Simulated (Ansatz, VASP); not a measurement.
# Ir in VASP and in Ansatz

Contents of INCAR:

```
SYSTEM = Ir
  ALGO = Normal
  EDIFF = 1E-8
  ENCUT = 520
  GGA = PE
  ISIF = 2
  ISMEAR = -1
  LASPH = .TRUE.
  LCHARG = .FALSE.
  LEFG = .TRUE.
  LREAL = .FALSE.
  LWAVE = .FALSE.
  NBANDS = 10
  NELM = 100
  PREC = Accurate
  SIGMA = 0.05
```

The input KPOINTS:

```
k-points
0
G
  15 15 15
  0 0 0
```

Contents of POSCAR:

```
Ir
1.0
    0.0000000000      1.8808448178      1.8808448178
    1.8808448178      0.0000000000      1.8808448178
    1.8808448178      1.8808448178      0.0000000000
Ir
1
Direct
    0.0000000000      0.0000000000      0.0000000000
```

Input for Ansatz:

```yaml
crystal:
  lattice:
    - [0.0, 1.8808448178, 1.8808448178]
    - [1.8808448178, 0.0, 1.8808448178]
    - [1.8808448178, 1.8808448178, 0.0]
  atoms:
    - { symbol: Ir, position: [0.0, 0.0, 0.0] }
kpoints:
  mp_grid: { grid: [15, 15, 15] }
scf:
  occupations: { method: fermi_dirac, width: 0.05 }
hamiltonian:
  xc: pbe
  pseudopotentials: { kind: all_electron, datasets: crystal }
output:
  forces: true
  stress: true
  eigenvalues: true
  efg: { contact_densities: true }
```

Change from the starting cell: volume scaled by 0.9405, crystal datasets.

Alike in both runs: task electric field gradients; functional PBE; k mesh 15 × 15 × 15; occupations fermi-dirac, width 0.05 eV; no spin polarisation.

|  | VASP | Ansatz |
| --- | --- | --- |
| version | VASP 6.6.1 | Ansatz 0.2.0 |
| potentials or method | VASP PAW PBE potentials, release 64 (Ir), cutoff 520 eV | all-electron PAW with datasets made for the crystal, scalar-relativistic |

|  | VASP | Ansatz | Ansatz less VASP |
| --- | --- | --- | --- |
| pressure (GPa) | 37.9 | 36.8 | -1.14 |

Both programs put the cell under a high pressure, so it lies far from rest at this level. Ansatz ran all-electron here, and VASP with PAW potentials.

Spin-orbit coupling is off throughout.
